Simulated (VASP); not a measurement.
# RbBiTe6 (R-3) in VASP: single point with PBE

Aim: the single point of RbBiTe6 with PBE.

Program: VASP 6.6.1. These are calculated values, not measurements. Logs are shortened: lines on timing, memory, paths and dates and some standing lists are left out, and cuts for length are marked.

## (1) The cell of the first run

Symmetry: R-3, No. 148, trigonal system. Conventional cell: a = 9.551 Å, b = 9.551 Å, c = 9.771 Å, α = 90.00°, β = 90.00°, γ = 120.00°. Within 3.1 Å of Bi (site symmetry -3) lie 6 Te at 2.34 Å. Within 4.9 Å of Rb (site symmetry -3) lie 12 Te at 3.62 to 4.11 Å and 2 Bi at 4.89 Å. Te (site symmetry 1) has 1 Bi at 2.34 Å and 6 Te at 3.22 to 3.67 Å and 1 Rb at 3.62 Å within 3.7 Å.

## (2) Single point, PBE

Contents of INCAR:

```
SYSTEM = RbBiTe6
ALGO     = Normal         ! electronic algorithm
EDIFF    = 1E-7           ! SCF threshold, eV
ENCUT    = 520            ! plane-wave cutoff, eV
GGA      = PE             ! functional
ISIF     = 2              ! what is computed and relaxed
ISMEAR   = -1             ! smearing method
LASPH    = .True.         ! aspherical terms in the spheres
LCHARG   = .True.         ! write CHGCAR
LELF     = .True.         ! ELF
LREAL    = .False.        ! projectors in reciprocal space
LVHAR    = .True.       
LWAVE    = .False.        ! write WAVECAR
NBANDS   = 40             ! bands
NELM     = 60             ! most SCF steps
PREC     = Accurate       ! precision mode
SIGMA    = 0.0476         ! smearing width, eV
```

Contents of KPOINTS:

```
k-points
0
Gamma
  6 6 6
  0 0 0
```

Contents of POSCAR:

```
RbBiTe6
1.0
    4.7756770000      2.7572350000      3.2568610000
   -4.7756770000      2.7572350000      3.2568610000
    0.0000000000     -5.5144830000      3.2568610000
Bi Rb Te
1 1 6
Direct
    0.0000000000      0.0000000000      0.0000000000
    0.5000000000      0.5000000000      0.5000000000
    0.7160000000      0.7890000000      0.1030000000
    0.1030000000      0.7160000000      0.7890000000
    0.7890000000      0.1030000000      0.7160000000
    0.2840000000      0.2110000000      0.8970000000
    0.8970000000      0.2840000000      0.2110000000
    0.2110000000      0.8970000000      0.2840000000
```

Potentials or basis: VASP PAW PBE potentials, release 64 (Bi_d, Rb_sv, Te).

Run with:

```sh
$ cat potpaw_PBE.64/Bi_d/POTCAR potpaw_PBE.64/Rb_sv/POTCAR potpaw_PBE.64/Te/POTCAR > POTCAR
$ mpirun -np 1 vasp_std > vasp.out
```

OUTCAR:

```text
SYSTEM = RbBiTe6
   EDIFF = 1E-7
   ENCUT = 520
   GGA = PE
   ISIF = 2
   ISMEAR = -1
   LASPH = .True.
   LREAL = .False.
   NELM = 60
   PREC = Accurate

 ion  position               nearest neighbor table
   1  0.000  0.000  0.000-   3 2.34   6 2.34   4 2.34   7 2.34   5 2.34   8 2.34
   2  0.500  0.500  0.500-   5 3.62   8 3.62   7 3.62   4 3.62   3 3.62   6 3.62   5 4.11   8 4.11
                             4 4.11   7 4.11   3 4.11   6 4.11
   3  0.716  0.789  0.103-   1 2.34   7 3.22   8 3.22   4 3.40   5 3.40   2 3.62   7 3.67   8 3.67
                             2 4.11
   4  0.103  0.716  0.789-   1 2.34   6 3.22   8 3.22   5 3.40   3 3.40   2 3.62   6 3.67   8 3.67
                             2 4.11
   5  0.789  0.103  0.716-   1 2.34   6 3.22   7 3.22   4 3.40   3 3.40   2 3.62   6 3.67   7 3.67
                             2 4.11
   6  0.284  0.211  0.897-   1 2.34   4 3.22   5 3.22   7 3.40   8 3.40   2 3.62   4 3.67   5 3.67
                             2 4.11
   7  0.897  0.284  0.211-   1 2.34   3 3.22   5 3.22   8 3.40   6 3.40   2 3.62   3 3.67   5 3.67
                             2 4.11
   8  0.211  0.897  0.284-   1 2.34   3 3.22   4 3.22   7 3.40   6 3.40   2 3.62   3 3.67   4 3.67
                             2 4.11

  LATTYP: Found a trigonal (rhomboedric) cell.
 ALAT       =     6.4044255270
 COS(alpha) =    -0.1120907001

  Lattice vectors:

 A1 = (   4.7756770000,   2.7572350000,   3.2568610000)
 A2 = (  -4.7756770000,   2.7572350000,   3.2568610000)
 A3 = (   0.0000000000,  -5.5144830000,   3.2568610000)

Analysis of symmetry for initial positions (statically):
=====================================================================
 Subroutine PRICEL returns:
 Original cell was already a primitive cell.

 Routine SETGRP: Setting up the symmetry group for a
 trigonal (rhombohedral) supercell.

 Subroutine GETGRP returns: Found  6 space group operations
 (whereof  6 operations were pure point group operations)
 out of a pool of 12 trial point group operations.

The static configuration has the point symmetry S_6 .

Analysis of symmetry for dynamics (positions and initial velocities):
=====================================================================
 Subroutine PRICEL returns:
 Original cell was already a primitive cell.

 Routine SETGRP: Setting up the symmetry group for a
 trigonal (rhombohedral) supercell.

 Subroutine GETGRP returns: Found  6 space group operations
 (whereof  6 operations were pure point group operations)
 out of a pool of 12 trial point group operations.

The dynamic configuration has the point symmetry S_6 .

 Subroutine INISYM returns: Found  6 space group operations
 (whereof  6 operations are pure point group operations),
 and found     1 'primitive' translations

----------------------------------------------------------------------------------------

                                     Primitive cell

  volume of cell :     257.3119

  direct lattice vectors                    reciprocal lattice vectors
     4.775677000  2.757235000  3.256861000     0.104697198  0.060446935  0.102348118
    -4.775677000  2.757235000  3.256861000    -0.104697198  0.060446935  0.102348118
     0.000000000 -5.514483000  3.256861000     0.000000000 -0.120893870  0.102347877

  length of vectors
     6.404418727  6.404418727  6.404425527     0.158399724  0.158399724  0.158399545

  position of ions in fractional coordinates (direct lattice)
     0.000000000  0.000000000  0.000000000
     0.500000000  0.500000000  0.500000000
     0.716000000  0.789000000  0.103000000
     0.103000000  0.716000000  0.789000000
     0.789000000  0.103000000  0.716000000
     0.284000000  0.211000000  0.897000000
     0.897000000  0.284000000  0.211000000
     0.211000000  0.897000000  0.284000000

  ion indices of the primitive-cell ions
   primitive index   ion index
                 1           1
                 2           2
                 3           3
                 4           4
                 5           5
                 6           6
                 7           7
                 8           8

----------------------------------------------------------------------------------------

 KPOINTS: k-points

Automatic generation of k-mesh.
 Grid dimensions read from file:
 generate k-points for:    6    6    6

 Generating k-lattice:

  Cartesian coordinates                     Fractional coordinates (reciprocal lattice)
     0.017449533  0.010074489  0.017058020     0.166666667  0.000000000  0.000000000
    -0.017449533  0.010074489  0.017058020     0.000000000  0.166666667  0.000000000
     0.000000000 -0.020148978  0.017057980     0.000000000  0.000000000  0.166666667

  Length of vectors
     0.026399954  0.026399954  0.026399924

  Shift w.r.t. Gamma in fractional coordinates (k-lattice)
     0.000000000  0.000000000  0.000000000

 Subroutine IBZKPT returns following result:
 ===========================================

 Found     40 irreducible k-points:

 Following reciprocal coordinates:
            Coordinates               Weight
  0.000000  0.000000  0.000000      1.000000
  0.166667 -0.000000  0.000000      6.000000
  0.333333  0.000000  0.000000      6.000000
  0.500000  0.000000 -0.000000      3.000000
  0.166667  0.166667  0.000000      6.000000
  0.333333  0.166667 -0.000000      6.000000
[... 16 lines left out ...]
  0.333333  0.333333  0.166667      6.000000
  0.500000  0.333333  0.166667      6.000000
 [... further k-points ...]
   k-points           NKPTS =     40   k-points in BZ     NKDIM =     40   number of bands    NBANDS=     40
   number of dos      NEDOS =    301   number of ions     NIONS =      8
   total plane-waves  NPLWV = 110592
   dimension x,y,z NGX =    48 NGY =   48 NGZ =   48
   dimension x,y,z NGXF=    96 NGYF=   96 NGZF=   96
   ions per type =               1   1   6
   NGX,Y,Z   is equivalent  to a cutoff of  12.46, 12.46, 12.46 a.u.
   NGXF,Y,Z  is equivalent  to a cutoff of  24.92, 24.92, 24.92 a.u.
 SYSTEM =  RbBiTe6
   PREC   = accura    normal or accurate (medium, high low for compatibility)
   ISTART =      0    job   : 0-new  1-cont  2-samecut
   ICHARG =      2    charge: 1-file 2-atom 10-const
   ISPIN  =      1    spin polarized calculation?
   LNONCOLLINEAR =      F non collinear calculations
   LSORBIT =      F    spin-orbit coupling
   LASPH  =      T    aspherical Exc in radial PAW
   ENCUT  =  520.0 eV  38.22 Ry    6.18 a.u.  11.91 11.91 11.91*2*pi/ulx,y,z
   NELM   =     60;   NELMIN=  2; NELMDL= -5     # of ELM steps
   EDIFF  = 0.1E-06   stopping-criterion for ELM
   LREAL  =      F    real-space projection
   EDIFFG = 0.1E-05   stopping-criterion for IOM
   NSW    =      0    number of steps for IOM
   IBRION =     -1    ionic relax: 0-MD 1-quasi-New 2-CG
   NFREE  =      0    steps in history (QN), initial steepest desc. (CG)
   ISIF   =      2    stress and relaxation
   ISYM   =      2    0-nonsym 1-usesym 2-fastsym
   POTIM  = 0.5000    time-step for ionic-motion
   TEBEG  =    0.0;   TEEND  =   0.0 temperature during run
   PSTRESS=    0.0 pullay stress
   NELECT =      60.0000    total number of electrons
   NUPDOWN=      -1.0000    fix difference up-down
   EMIN   =  10.00;   EMAX   =-10.00  energy-range for DOS
   EFERMI =   0.00;   METHOD = LEGACY
   ISMEAR =    -1;   SIGMA  =   0.05  broadening in eV -4-tet -1-fermi 0-gaus
   EFERMI_NEDOS =   21; number of points for ismear=-14 and -15
   IALGO  =     38    algorithm
   IMIX   =      4    mixing-type and parameters
     AMIX     =   0.40;   BMIX     =  1.00
     AMIX_MAG =   1.60;   BMIX_MAG =  1.00
  volume/ion in A,a.u.               =      32.16       217.05
  Fermi-wavevector in a.u.,A,eV,Ry     =   1.007640  1.904163 13.814510  1.015338
  Thomas-Fermi vector in A             =   2.140457
   LORBIT       =      0    0 simple, 1 ext, 2 COOP (PROOUT), +10 PAW based schemes
   GGA     = PE    functional components
   LHFCALC =     F    Hartree Fock is set to
   AEXX    =    0.0000 exact exchange contribution
   IVDW    =     0    specifies the selected vdW correction
   LEPSILON=     F    determine dielectric tensor
   LRPA    =     F    only Hartree local field effects (RPA)
 non-spin polarized calculation
  energy-cutoff  :      520.00
  volume of cell :      257.31
 maximum number of plane-waves:      6957
   NGX = 23   NGY = 23   NGZ = 23

 number of electron      59.9999996 magnetization

 Free energy of the ion-electron system (eV)
  ---------------------------------------------------
  ext. energy  EPLUGINS =         0.00000000
  ---------------------------------------------------
  free energy    TOTEN  =        -5.92993323 eV

  energy without entropy =       -5.87926407  energy(sigma->0) =       -5.90459865

 E-fermi :   5.8233     XC(G=0):  -9.0892

 val. band max:        5.8188014583   @ k =   0.3333  -0.1667   0.5000
 cond. band min:       5.8256403731   @ k =   0.5000   0.1667   0.1667
 fundamental gap:      0.0068389148
 Fermi energy:         5.8232506043

 k-point     1 :       0.0000    0.0000    0.0000
  band No.  band energies     occupation
      1     -21.0588      2.00000
      2     -19.7868      2.00000
      3     -19.7868      2.00000
      4     -19.2798      2.00000
      5     -19.2798      2.00000
      6     -19.2339      2.00000
[... 32 lines left out ...]
     39      11.0283      0.00000
     40      11.0283      0.00000

 k-point     2 :       0.1667   -0.0000    0.0000
  band No.  band energies     occupation
      1     -21.0587      2.00000
      2     -19.7869      2.00000
      3     -19.7868      2.00000
      4     -19.2798      2.00000
      5     -19.2798      2.00000
      6     -19.2338      2.00000
[... 935 lines left out ...]
     39      10.9144      0.00000
     40      11.0836      0.00000

 k-point    24 :       0.5000    0.3333    0.1667
  band No.  band energies     occupation
      1     -21.0586      2.00000
      2     -19.7871      2.00000
      3     -19.7869      2.00000
      4     -19.2797      2.00000
      5     -19.2796      2.00000
      6     -19.2339      2.00000
[... 32 lines left out ...]
     39      10.8449      0.00000
     40      11.1033      0.00000

 [... further k-points ...]

------------------------ aborting loop because EDIFF is reached ----------------------------------------

  FORCE on cell =-STRESS in cart. coord.  units (eV):
  Direction    XX          YY          ZZ          XY          YZ          ZX
  --------------------------------------------------------------------------------------
  -------------------------------------------------------------------------------------
  Total       60.4281443     60.4281851     50.4643168     -0.0000016     -0.0000671      0.0000000
  in kB      376.2616493    376.2619036    314.2209195     -0.0000102     -0.0004181      0.0000000
  external PRESSURE =     355.5814908 kB  Pullay stress =       0.0000000 kB

 VOLUME and BASIS-vectors are now :
 -----------------------------------------------------------------------------
  energy-cutoff  :      520.00
  volume of cell :      257.31
      direct lattice vectors                 reciprocal lattice vectors
     4.775677000  2.757235000  3.256861000     0.104697198  0.060446935  0.102348118
    -4.775677000  2.757235000  3.256861000    -0.104697198  0.060446935  0.102348118
     0.000000000 -5.514483000  3.256861000     0.000000000 -0.120893870  0.102347877

 POSITION                                       TOTAL-FORCE (eV/Angst)
 -----------------------------------------------------------------------------------
      0.00000      0.00000      0.00000        -0.000000     -0.000000     -0.000000
      0.00000     -0.00001      4.88529         0.000000     -0.000000     -0.000000
     -0.34862      3.58165      5.23703        -1.735348     -9.645566     -6.630900
     -2.92749     -2.09275      5.23703         9.220984      3.319941     -6.630900
      3.27611     -1.48892      5.23703        -7.485636      6.325652     -6.630900
      0.34862     -3.58166      4.53355         1.735348      9.645566      6.630900
      2.92749      2.09274      4.53355        -9.220984     -3.319941      6.630900
     -3.27611      1.48890      4.53355         7.485636     -6.325652      6.630900
 -----------------------------------------------------------------------------------
    total drift:                                0.000000      0.000000     -0.000000

  FREE ENERGIE OF THE ION-ELECTRON SYSTEM (eV)
  ---------------------------------------------------
  free  energy   TOTEN  =        -5.9299332325 eV

  energy  without entropy=       -5.8792640682  energy(sigma->0) =       -5.90459865
```

It took 7.1 min on 1 thread of AMD EPYC 7R13 (Zen 3), shared host; peak memory 0.53 GiB.

Results:

| Item | Value |
| --- | --- |
| Free energy | -5.9299 eV |
| Pressure | 35.6 GPa |
| Largest force | 11.833 eV/Å |
| Band gap on the k mesh | zero (bands 30 and 31 overlap by 0.84 eV) |

Forces on the atoms (eV/Å):
```
Bi   0.000  0.000  0.000
Rb   0.000  0.000  0.000
Te  -1.735 -9.646 -6.631
Te   9.221  3.320 -6.631
Te  -7.486  6.326 -6.631
Te   1.735  9.646  6.631
Te  -9.221 -3.320  6.631
Te   7.486 -6.326  6.631
```

Caveat: the cell stands under pressure; spin-orbit coupling is left out, which moves the levels of the heavy elements; forces of over 1 eV/Å act on the atoms, so gaps and moduli don't describe the material at rest.
